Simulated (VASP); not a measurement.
A run of VASP 6.6.1 is set up as follows.

The input INCAR:

```
SYSTEM = Mg8O9
PREC = Accurate ; ENCUT = 520
EDIFF = 1E-6 ; ISMEAR = -1
SIGMA = 0.05 ; LREAL = Auto
LASPH = .True. ; NELM = 150
ALGO = Normal ; ISIF = 2
LWAVE = .False. ; LCHARG = .False.
ISPIN = 2 ; MAGMOM = 0 0 0 0 0 0 0 0 0 0 0 0 0 0 0 0 0
LORBIT = 11 ; GGA = PS
NBANDS = 53
```

Contents of KPOINTS:

```
regular mesh
0
Gamma
  2 2 2
  0 0 0
```

Contents of POSCAR:

```
Mg8O9
1.0
    0.0000000000      4.1948000000      4.1948000000
    4.1948000000      0.0000000000      4.1948000000
    4.1948000000      4.1948000000      0.0000000000
Mg O
8 9
Direct
    0.0008939640     -0.0162224659      0.0141484695
    0.0290240298     -0.0046128540      0.4911914752
    0.0289048346      0.4608205397      0.0259964718
   -0.0063531038      0.4908338896      0.5213955373
    0.5192738629     -0.0347930771     -0.0043029465
    0.4841589587     -0.0044459807      0.4910246019
    0.4839682464      0.4607013445      0.0259964718
    0.5121340708      0.4724659102      0.5029798799
    0.2564722990      0.2280800038      0.2585939735
    0.2564961381      0.2280561648      0.7585939735
    0.2564365405      0.7280204062      0.2585820540
    0.2566034138      0.7281157624      0.7584866978
    0.7565080576      0.2280919233      0.2585820540
    0.7564722990      0.2280800038      0.7585939735
    0.7565080576      0.7281634405      0.2585343759
    0.7566391723      0.8468699342      0.6394941356
    0.7563531038      0.6091947173      0.8776699723
```

Potentials or basis: VASP PAW PBE potentials, release 64 (Mg, O).

Command:

```sh
$ cat potpaw_PBE.64/Mg/POTCAR potpaw_PBE.64/O/POTCAR > POTCAR
$ mpirun -np 1 vasp_std > vasp.out
```

(1) What does it give for the largest force?

(2) Estimate the pressure.

Results:

(1) 0.291 eV/Å.

(2) 17.8 GPa.

Caveat: the k points lie up to 0.65 Å⁻¹ apart; the PAW data sets were made with another functional, which shifts forces and pressure a little.
